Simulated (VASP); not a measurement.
Set up this calculation in VASP 6.6.1, as the native input.

```
Task                   : single point
Functional             : PBE
Potentials or basis    : VASP PAW PBE potentials, release 64 (Ta_pv, F)
Cutoff                 : 520 eV
k mesh                 : 6 × 6 × 4
Occupations            : gaussian, width 0.1 eV
Spin                   : collinear spin
Starting moments       : [1.0, 0.0, 0.0, 0.0] μB
Dipole correction      : no
Further INCAR settings : ALGO = Normal; EDIFF = 1e-07; NBANDS = 28
```

The structure of TaF3 lies in POSCAR:

```
TaF3
1.0
    4.1640426799      0.0000000000      0.0000000000
    0.0000000000      4.1640426799      0.0000000000
    0.0000000000      0.0000000000      4.1678608794
Ta F
1 3
Direct
    0.5000000000      0.5000000000      0.5000000000
    0.0000000000      0.5000000000      0.4995943179
    0.5000000000      0.0000000000      0.5004056821
    0.5000000000      0.5000000000      0.0000000000
```

The cell was generated, and may not be a known phase.

These files were run (other wordings do the same):

INCAR

```
ALGO = Normal
EDIFF = 1E-7
ENCUT = 520
GGA = PE
ISIF = 2
ISMEAR = 0
ISPIN = 2
LASPH = T
LCHARG = T
LELF = T
LMAXMIX = 4
LORBIT = 11
LREAL = F
LVHAR = T
LWAVE = F
MAGMOM = 1 0 0 0
NBANDS = 28
NELM = 150
PREC = Accurate
SIGMA = 0.1
```

KPOINTS

```
k-points
0
Gamma
  6 6 4
```

Potentials or basis: VASP PAW PBE potentials, release 64 (Ta_pv, F).

Launch:

```console
$ cat potpaw_PBE.64/Ta_pv/POTCAR potpaw_PBE.64/F/POTCAR > POTCAR
$ mpirun -np 1 vasp_std > vasp.out
```

It gave:

- Pressure: 0.0 GPa
- Largest force: 0.003 eV/Å
- Band gap on the k mesh: zero (filled and empty bands overlap)
- Net moment: 2.00 μB per cell
- Site moments: Ta +1.54; F +0.02 μB
- Valence electrons inside the program's atomic spheres: Ta 8.66; F 6.11

Caveat: the k points lie up to 0.38 Å⁻¹ apart, too coarse for converged energies and pressures of a metal; spin-orbit coupling is left out, which moves the levels of the heavy elements.

It took 2.4 min on 1 thread of Intel Xeon 8259CL, on a shared host, peak memory 0.25 GiB.
